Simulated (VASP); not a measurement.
Set up this calculation in VASP 6.6.1, as the native input.

```
Task                   : single point
Functional             : PBE
Potentials or basis    : VASP PAW PBE potentials, release 64 (Zn, Cu, Sn_d, S)
Cutoff                 : 520 eV
k mesh                 : 6 × 6 × 6
Occupations            : gaussian, width 0.01 eV
Spin                   : no spin polarisation
Dipole correction      : no
Further INCAR settings : ALGO = Normal; EDIFF = 1e-06; NBANDS = 46
```

The structure of ZnCu2SnS4 lies in POSCAR:

```
ZnCu2SnS4
1.0
   -2.8217051448      2.8217051448      5.6336484007
    2.8217051448     -2.8217051448      5.6336484007
    2.8217051448      2.8217051448     -5.6336484007
Zn Cu Sn S
1 2 1 4
Direct
    0.2500000000      0.7500000000      0.5000000000
    0.0000000000      0.0000000000      0.0000000000
    0.7500000000      0.2500000000      0.5000000000
    0.5000000000      0.5000000000      0.0000000000
    0.3716100000      0.8844100000      0.9996000000
    0.1155900000      0.1151900000      0.4872000000
    0.8848100000      0.3720100000      0.0004000000
    0.6279900000      0.6283900000      0.5128000000
```

These files were run (other wordings do the same):

INCAR

```
PREC = Accurate
ENCUT = 520
EDIFF = 1E-6
ISMEAR = 0
SIGMA = 0.01
LREAL = False
LASPH = True
NELM = 60
ALGO = Normal
ISIF = 2
LWAVE = False
LCHARG = False
GGA = PE
NBANDS = 46
```

KPOINTS

```
regular mesh
0
Gamma
  6 6 6
```

Potentials or basis: VASP PAW PBE potentials, release 64 (Zn, Cu, Sn_d, S).

Launch:

```bash
$ cat potpaw_PBE.64/Zn/POTCAR potpaw_PBE.64/Cu/POTCAR potpaw_PBE.64/Sn_d/POTCAR potpaw_PBE.64/S/POTCAR > POTCAR
$ mpirun -np 1 vasp_std > vasp.out
```

It gave:

```yaml
Pressure: -4.7 GPa
Largest_force: 0.250 eV/Å
Band_gap_on_the_k_mesh: 0.06 eV
```

Caveat: the cell stands under tension; spin-orbit coupling is left out, which moves the levels of the heavy elements.

Wall time 9.9 min on 1 thread of Intel(R) Xeon(R) Platinum 8259CL CPU @ 2.50GHz (Skylake/Cascade Lake) (shared host), peak memory 0.59 GiB.
